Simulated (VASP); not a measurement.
# ZnS (P6_3mc) in VASP: a series of runs

The runs below take ZnS through single point, with PBE.

Program: VASP 6.6.1. These are calculated values, not measurements. Logs are shortened: lines on timing, memory, paths and dates and some standing lists are left out, and cuts for length are marked.

## (1) The cell of the first run

The structure is hexagonal, space group P6_3mc (No. 186). Conventional cell: a = 3.692 Å, b = 3.692 Å, c = 6.305 Å, α = 90.00°, β = 90.00°, γ = 120.00°. Within 3.0 Å of Zn (site symmetry 3m) lie 4 S at 2.27 to 2.36 Å. S (site symmetry 3m) has 4 Zn at 2.27 to 2.36 Å within 3.0 Å.

## (2) Single point, PBE (strain -0.040 along x and y, +0.000 along z)

Contents of INCAR:

```
PREC = Accurate ; ENCUT = 520
EDIFF = 1E-6 ; ISMEAR = 0
SIGMA = 0.05 ; LREAL = False
LASPH = True ; NELM = 100
ALGO = Normal ; ISIF = 2
LWAVE = False ; LCHARG = False
GGA = PE ; NBANDS = 26
```

Contents of KPOINTS:

```
regular mesh
0
Gamma
  12 12 4
```

Contents of POSCAR:

```
ZnS
1.0
    3.6916732681      0.0000000000      0.0000000000
   -1.8458366340      3.1970828326      0.0000000000
    0.0000000000      0.0000000000      6.3053333116
Zn S
2 2
Direct
    0.3333333333      0.6666666667      0.0052197901
    0.6666666667      0.3333333333      0.5052197901
    0.3333333333      0.6666666667      0.3797802099
    0.6666666667      0.3333333333      0.8797802099
```

Potentials or basis: VASP PAW PBE potentials, release 64 (Zn, S).

Command:

```bash
> cat potpaw_PBE.64/Zn/POTCAR potpaw_PBE.64/S/POTCAR > POTCAR
> mpirun -np 1 vasp_std > vasp.out
```

OUTCAR:

```text
PREC = Accurate
   ENCUT = 520
   EDIFF = 1E-6
   ISMEAR = 0
   LREAL = False
   LASPH = True
   NELM = 100
   ISIF = 2
   GGA = PE

 ion  position               nearest neighbor table
   1  0.333  0.667  0.005-   4 2.27   4 2.27   4 2.27   3 2.36
   2  0.667  0.333  0.505-   3 2.27   3 2.27   3 2.27   4 2.36
   3  0.333  0.667  0.380-   2 2.27   2 2.27   2 2.27   1 2.36
   4  0.667  0.333  0.880-   1 2.27   1 2.27   1 2.27   2 2.36

  LATTYP: Found a hexagonal cell.
 ALAT       =     3.6916732681
 C/A-ratio  =     1.7079879105

  Lattice vectors:

 A1 = (   3.6916732681,   0.0000000000,   0.0000000000)
 A2 = (  -1.8458366340,   3.1970828326,   0.0000000000)
 A3 = (   0.0000000000,   0.0000000000,   6.3053333116)

Analysis of symmetry for initial positions (statically):
=====================================================================
 Subroutine PRICEL returns:
 Original cell was already a primitive cell.

 Routine SETGRP: Setting up the symmetry group for a
 hexagonal supercell.

 Subroutine GETGRP returns: Found 12 space group operations
 (whereof  6 operations were pure point group operations)
 out of a pool of 24 trial point group operations.

The static configuration has the point symmetry C_3v.
 The point group associated with its full space group is C_6v.

Analysis of symmetry for dynamics (positions and initial velocities):
=====================================================================
 Subroutine PRICEL returns:
 Original cell was already a primitive cell.

 Routine SETGRP: Setting up the symmetry group for a
 hexagonal supercell.

 Subroutine GETGRP returns: Found 12 space group operations
 (whereof  6 operations were pure point group operations)
 out of a pool of 24 trial point group operations.

The dynamic configuration has the point symmetry C_3v.
 The point group associated with its full space group is C_6v.

 Subroutine INISYM returns: Found 12 space group operations
 (whereof  6 operations are pure point group operations),
 and found     1 'primitive' translations

----------------------------------------------------------------------------------------

                                     Primitive cell

  volume of cell :      74.4192

  direct lattice vectors                    reciprocal lattice vectors
     3.691673268  0.000000000  0.000000000     0.270879877  0.156392570  0.000000000
    -1.845836634  3.197082833  0.000000000     0.000000000  0.312785140  0.000000000
     0.000000000  0.000000000  6.305333312     0.000000000  0.000000000  0.158595898

  length of vectors
     3.691673268  3.691673268  6.305333312     0.312785140  0.312785140  0.158595898

  position of ions in fractional coordinates (direct lattice)
     0.333333333  0.666666667  0.005219790
     0.666666667  0.333333333  0.505219790
     0.333333333  0.666666667  0.379780210
     0.666666667  0.333333333  0.879780210

  ion indices of the primitive-cell ions
   primitive index   ion index
                 1           1
                 2           2
                 3           3
                 4           4

----------------------------------------------------------------------------------------

 KPOINTS: regular mesh

Automatic generation of k-mesh.
 Grid dimensions read from file:
 generate k-points for:   12   12    4

 Generating k-lattice:

  Cartesian coordinates                     Fractional coordinates (reciprocal lattice)
     0.022573323  0.013032714  0.000000000     0.083333333  0.000000000  0.000000000
     0.000000000  0.026065428  0.000000000     0.000000000  0.083333333  0.000000000
     0.000000000  0.000000000  0.039648975     0.000000000  0.000000000  0.250000000

  Length of vectors
     0.026065428  0.026065428  0.039648975

  Shift w.r.t. Gamma in fractional coordinates (k-lattice)
     0.000000000  0.000000000  0.000000000

 Subroutine IBZKPT returns following result:
 ===========================================

 Found     57 irreducible k-points:

 Following reciprocal coordinates:
            Coordinates               Weight
  0.000000  0.000000  0.000000      1.000000
  0.083333  0.000000  0.000000      6.000000
  0.166667  0.000000  0.000000      6.000000
  0.250000  0.000000  0.000000      6.000000
  0.333333  0.000000  0.000000      6.000000
  0.416667  0.000000  0.000000      6.000000
[... 16 lines left out ...]
  0.250000  0.000000  0.250000     12.000000
  0.333333  0.000000  0.250000     12.000000
 [... further k-points ...]
   k-points           NKPTS =     57   k-points in BZ     NKDIM =     57   number of bands    NBANDS=     26
   number of dos      NEDOS =    301   number of ions     NIONS =      4
   total plane-waves  NPLWV =  37632
   dimension x,y,z NGX =    28 NGY =   28 NGZ =   48
   dimension x,y,z NGXF=    56 NGYF=   56 NGZF=   96
   ions per type =               2   2
   NGX,Y,Z   is equivalent  to a cutoff of  12.61, 12.61, 12.66 a.u.
   NGXF,Y,Z  is equivalent  to a cutoff of  25.22, 25.22, 25.31 a.u.
 SYSTEM =  unknown system
   PREC   = accura    normal or accurate (medium, high low for compatibility)
   ISTART =      0    job   : 0-new  1-cont  2-samecut
   ICHARG =      2    charge: 1-file 2-atom 10-const
   ISPIN  =      1    spin polarized calculation?
   LNONCOLLINEAR =      F non collinear calculations
   LSORBIT =      F    spin-orbit coupling
   LASPH  =      T    aspherical Exc in radial PAW
   ENCUT  =  520.0 eV  38.22 Ry    6.18 a.u.   6.86  6.86 11.72*2*pi/ulx,y,z
   NELM   =    100;   NELMIN=  2; NELMDL= -5     # of ELM steps
   EDIFF  = 0.1E-05   stopping-criterion for ELM
   LREAL  =      F    real-space projection
   EDIFFG = 0.1E-04   stopping-criterion for IOM
   NSW    =      0    number of steps for IOM
   IBRION =     -1    ionic relax: 0-MD 1-quasi-New 2-CG
   NFREE  =      0    steps in history (QN), initial steepest desc. (CG)
   ISIF   =      2    stress and relaxation
   ISYM   =      2    0-nonsym 1-usesym 2-fastsym
   POTIM  = 0.5000    time-step for ionic-motion
   TEBEG  =    0.0;   TEEND  =   0.0 temperature during run
   PSTRESS=    0.0 pullay stress
   NELECT =      36.0000    total number of electrons
   NUPDOWN=      -1.0000    fix difference up-down
   EMIN   =  10.00;   EMAX   =-10.00  energy-range for DOS
   EFERMI =   0.00;   METHOD = LEGACY
   ISMEAR =     0;   SIGMA  =   0.05  broadening in eV -4-tet -1-fermi 0-gaus
   EFERMI_NEDOS =   21; number of points for ismear=-14 and -15
   IALGO  =     38    algorithm
   IMIX   =      4    mixing-type and parameters
     AMIX     =   0.40;   BMIX     =  1.00
     AMIX_MAG =   1.60;   BMIX_MAG =  1.00
  volume/ion in A,a.u.               =      18.60       125.55
  Fermi-wavevector in a.u.,A,eV,Ry     =   1.285131  2.428545 22.470847  1.651561
  Thomas-Fermi vector in A             =   2.417283
   LORBIT       =      0    0 simple, 1 ext, 2 COOP (PROOUT), +10 PAW based schemes
   GGA     = PE    functional components
   LHFCALC =     F    Hartree Fock is set to
   AEXX    =    0.0000 exact exchange contribution
   IVDW    =     0    specifies the selected vdW correction
   LEPSILON=     F    determine dielectric tensor
   LRPA    =     F    only Hartree local field effects (RPA)
 non-spin polarized calculation
 Gauss-broadening in eV      SIGMA  =   0.05
  energy-cutoff  :      520.00
  volume of cell :       74.42
 maximum number of plane-waves:      2024
 NGX is ok and might be reduce to    28
   NGX = 13   NGY = 13   NGZ = 23

 number of electron      36.0000011 magnetization

 Free energy of the ion-electron system (eV)
  ---------------------------------------------------
  ext. energy  EPLUGINS =         0.00000000
  ---------------------------------------------------
  free energy    TOTEN  =       -13.52010990 eV

  energy without entropy =      -13.52010990  energy(sigma->0) =      -13.52010990

 E-fermi :   2.9735     XC(G=0):  -9.9046

 val. band max:        2.7500449833   @ k =   0.0000   0.0000   0.0000
 cond. band min:       5.0718146417   @ k =   0.0000   0.0000   0.0000
 fundamental gap:      2.3217696585
 Fermi energy:         2.9735283654

 k-point     1 :       0.0000    0.0000    0.0000
  band No.  band energies     occupation
      1     -10.9058      2.00000
      2      -9.9662      2.00000
      3      -3.9123      2.00000
      4      -3.9123      2.00000
      5      -3.8939      2.00000
      6      -3.8337      2.00000
[... 18 lines left out ...]
     25      10.4629      0.00000
     26      11.9427      0.00000

 k-point     2 :       0.0833    0.0000    0.0000
  band No.  band energies     occupation
      1     -10.8515      2.00000
      2      -9.9314      2.00000
      3      -3.9190      2.00000
      4      -3.9005      2.00000
      5      -3.8822      2.00000
      6      -3.8298      2.00000
[... 18 lines left out ...]
     25      10.6988      0.00000
     26      11.6400      0.00000

 k-point     3 :       0.1667    0.0000    0.0000
  band No.  band energies     occupation
      1     -10.6956      2.00000
      2      -9.8361      2.00000
      3      -3.9349      2.00000
      4      -3.8700      2.00000
      5      -3.8586      2.00000
      6      -3.8055      2.00000
[... 18 lines left out ...]
     25      10.9935      0.00000
     26      11.3472      0.00000

 k-point     4 :       0.2500    0.0000    0.0000
  band No.  band energies     occupation
      1     -10.4608      2.00000
      2      -9.7072      2.00000
      3      -3.9474      2.00000
      4      -3.8423      2.00000
      5      -3.8330      2.00000
      6      -3.7403      2.00000
[... 18 lines left out ...]
     25      11.3753      0.00000
     26      11.4826      0.00000
[... 496 lines left out ...]
      1     -10.5851      2.00000
      2      -9.9802      2.00000
      3      -3.9426      2.00000
      4      -3.8675      2.00000
      5      -3.8583      2.00000
      6      -3.8185      2.00000
[... 18 lines left out ...]
     25      10.9962      0.00000
     26      11.0643      0.00000

 k-point    23 :       0.2500    0.0000    0.2500
  band No.  band energies     occupation
      1     -10.3610      2.00000
      2      -9.8295      2.00000
      3      -3.9564      2.00000
      4      -3.8670      2.00000
      5      -3.8170      2.00000
      6      -3.7494      2.00000
[... 18 lines left out ...]
     25      11.2379      0.00000
     26      11.8585      0.00000

 k-point    24 :       0.3333    0.0000    0.2500
  band No.  band energies     occupation
      1     -10.1056      2.00000
      2      -9.6801      2.00000
      3      -3.9521      2.00000
      4      -3.8579      2.00000
      5      -3.7817      2.00000
      6      -3.6710      2.00000
[... 18 lines left out ...]
     25      11.7460      0.00000
     26      12.7445      0.00000

 [... further k-points ...]

------------------------ aborting loop because EDIFF is reached ----------------------------------------

  FORCE on cell =-STRESS in cart. coord.  units (eV):
  Direction    XX          YY          ZZ          XY          YZ          ZX
  --------------------------------------------------------------------------------------
  -------------------------------------------------------------------------------------
  Total        4.3481803      4.3481803      1.2470683      0.0000000      0.0000000      0.0000000
  in kB       93.6123027     93.6123027     26.8482283      0.0000000      0.0000000      0.0000000
  external PRESSURE =      71.3576113 kB  Pullay stress =       0.0000000 kB

 VOLUME and BASIS-vectors are now :
 -----------------------------------------------------------------------------
  energy-cutoff  :      520.00
  volume of cell :       74.42
      direct lattice vectors                 reciprocal lattice vectors
     3.691673268  0.000000000  0.000000000     0.270879877  0.156392570  0.000000000
    -1.845836634  3.197082833  0.000000000     0.000000000  0.312785140  0.000000000
     0.000000000  0.000000000  6.305333312     0.000000000  0.000000000  0.158595898

 POSITION                                       TOTAL-FORCE (eV/Angst)
 -----------------------------------------------------------------------------------
     -0.00000      2.13139      0.03291        -0.000000      0.000000      0.348304
      1.84584      1.06569      3.18558        -0.000000      0.000000      0.348304
     -0.00000      2.13139      2.39464         0.000000     -0.000000     -0.348304
      1.84584      1.06569      5.54731         0.000000      0.000000     -0.348304
 -----------------------------------------------------------------------------------
    total drift:                               -0.000001     -0.000001      0.000206

  FREE ENERGIE OF THE ION-ELECTRON SYSTEM (eV)
  ---------------------------------------------------
  free  energy   TOTEN  =       -13.5201098960 eV

  energy  without entropy=      -13.5201098960  energy(sigma->0) =      -13.52010990
```

Run time: 43 s. Hardware: 1 thread of Intel Xeon 6975P-C (Granite Rapids), shared host; peak memory 0.24 GiB.

What came out:

```yaml
Free_energy: -13.5201 eV
Pressure: 7.1 GPa
Largest_force: 0.348 eV/Å
Band_gap_on_the_k_mesh: 2.32 eV
```

Forces in eV/Å, atoms in the order of the input:
```
Zn   0.000  0.000  0.348
Zn   0.000  0.000  0.348
S    0.000  0.000 -0.348
S    0.000  0.000 -0.348
```

Stress tensor (GPa, compression positive):
```
9.36 0.00 0.00
0.00 9.36 0.00
0.00 0.00 2.68
```

Levels at points of the mesh, in eV from the valence-band top:
```
           k point  band 14  band 15  band 16  band 17  band 18  band 19  band 20  band 21  band 22  band 23
(0.00, 0.00, 0.00)    -0.85    -0.85    -0.26     0.00     0.00     2.32     3.45     6.11     6.40     6.41
(0.50, 0.00, 0.00)    -4.51    -3.55    -2.35    -1.90    -1.05     3.73     4.23     4.87     6.96     7.15
(0.00, 0.00, 0.50)    -3.18    -0.45    -0.45    -0.45    -0.45     3.84     3.84     6.67     6.67     6.86
(0.50, 0.00, 0.50)    -5.21    -1.94    -1.94    -1.75    -1.75     3.42     3.42     5.07     5.07     8.87
```

Caveat: the cell differs from its parent crystal (strain -0.040 along x and y, +0.000 along z); the cell stands under pressure. A k mesh can miss the band edges.

## (3) Single point, PBE (strain +0.080 along x and y, -0.080 along z)

Contents of INCAR:

```
SYSTEM = ZnS
PREC = Accurate ; ENCUT = 520
EDIFF = 1E-6 ; ISMEAR = 0
SIGMA = 0.05 ; LREAL = .False.
LASPH = .True. ; NELM = 100
ALGO = Normal ; ISIF = 2
LWAVE = .False. ; LCHARG = .True.
GGA = PE ; LELF = .True.
LVHAR = .True. ; NBANDS = 26
```

Contents of KPOINTS:

```
regular mesh
0
Gamma
  12 12 4
  0 0 0
```

Contents of POSCAR:

```
ZnS
1.0
    4.1531324266      0.0000000000      0.0000000000
   -2.0765662133      3.5967181867      0.0000000000
    0.0000000000      0.0000000000      5.8009066467
Zn S
2 2
Direct
    0.3333333333      0.6666666667      0.0052197901
    0.6666666667      0.3333333333      0.5052197901
    0.3333333333      0.6666666667      0.3797802099
    0.6666666667      0.3333333333      0.8797802099
```

Potentials or basis: VASP PAW PBE potentials, release 64 (Zn, S).

Command:

```bash
> cat potpaw_PBE.64/Zn/POTCAR potpaw_PBE.64/S/POTCAR > POTCAR
> mpirun -np 1 vasp_std > vasp.out
```

Run time: 52 s. Hardware: 1 thread of Intel Xeon 6975P-C (Granite Rapids), shared host; peak memory 0.27 GiB.

Results (log left out):

| Item | Value |
| --- | --- |
| Free energy | -13.0818 eV |
| Pressure | -1.1 GPa |
| Largest force | 1.286 eV/Å |
| Band gap on the k mesh | 1.78 eV |

Forces in eV/Å, atoms in the order of the input:
```
Zn   0.000  0.000 -1.286
Zn   0.000  0.000 -1.286
S    0.000  0.000  1.286
S    0.000  0.000  1.286
```

Stress tensor (GPa, compression positive):
```
-7.76  0.00  0.00
 0.00 -7.76  0.00
 0.00  0.00 12.31
```

Levels at points of the mesh, in eV from the valence-band top:
| k point | band 16 | band 17 | band 18 | band 19 | band 20 | band 21 |
| --- | --- | --- | --- | --- | --- | --- |
| (0.00, 0.00, 0.00) | -0.07 | -0.07 | 0.00 | 1.78 | 1.98 | 5.79 |
| (0.50, 0.00, 0.00) | -2.32 | -1.49 | -0.51 | 3.09 | 4.14 | 5.80 |
| (0.00, 0.00, 0.50) | -0.70 | -0.70 | -0.70 | 2.99 | 2.99 | 6.23 |
| (0.50, 0.00, 0.50) | -1.50 | -0.97 | -0.97 | 3.66 | 3.66 | 5.80 |

Caveat: the cell differs from its parent crystal (strain +0.080 along x and y, -0.080 along z); forces of over 1 eV/Å act on the atoms, so gaps and moduli don't describe the material at rest. A k mesh can miss the band edges.

(Part 1 of 2 ends here.)
